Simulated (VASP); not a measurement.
**HBr: electric field gradients with PBEsol**

The system is HBr.

```
H Br
1.0
     0.00000    2.16099    2.32307
     2.12842    0.00000    2.32307
     2.12842    2.16099    0.00000
H Br
1 1
Cartesian
  0.0000 0.0000 0.0000
  2.1284 2.1610 2.3231
```

This cell differs from its parent crystal: volume scaled by 0.45.

| Property | Result |
| --- | --- |
| Program | VASP 6.6.1 |
| Task | electric field gradients |
| Functional | PBEsol |
| Potentials or basis | VASP PAW PBE potentials, release 64 (H, Br) |
| Cutoff | 520 eV |
| k mesh | 9 × 9 × 9 |
| Occupations | fermi-dirac, width 0.03 eV |
| Spin | no spin polarisation |
| Dipole correction | no |
| Further INCAR settings | ALGO = Normal; EDIFF = 1e-08; NBANDS = 11 |

The pressure is 20.6 GPa and the band gap on the k mesh is zero (band 4 reaches 6.18 eV, above the bottom of band 5 at 3.22 eV).

Stress tensor (GPa, compression positive):
```
15.63  0.00  0.00
 0.00 20.29  0.00
 0.00  0.00 25.90
```

Levels at points of the mesh, in eV from the Fermi level:
```tsv
k point	band 2	band 3	band 4	band 5	band 6	band 7
(0.00, 0.00, 0.00)	0.32	0.40	0.51	0.86	10.62	11.54
```

Electric field gradients, principal values (V/Å²):
| atom | least | middle | greatest (by size) |
| --- | --- | --- | --- |
| 1 H | 0.048 | 0.065 | -0.113 |
| 2 Br | 58.946 | 109.002 | -167.948 |

Wall time 14 s on 1 thread of Intel(R) Xeon(R) Platinum 8488C (Sapphire Rapids), on a shared host, peak memory 0.15 GiB.

Caveat: without QUAD_EFG the Cq values of the log hold for a quadrupole moment of 1 mb, not for the nuclei; the PAW data sets were made with another functional, which shifts forces and pressure a little.
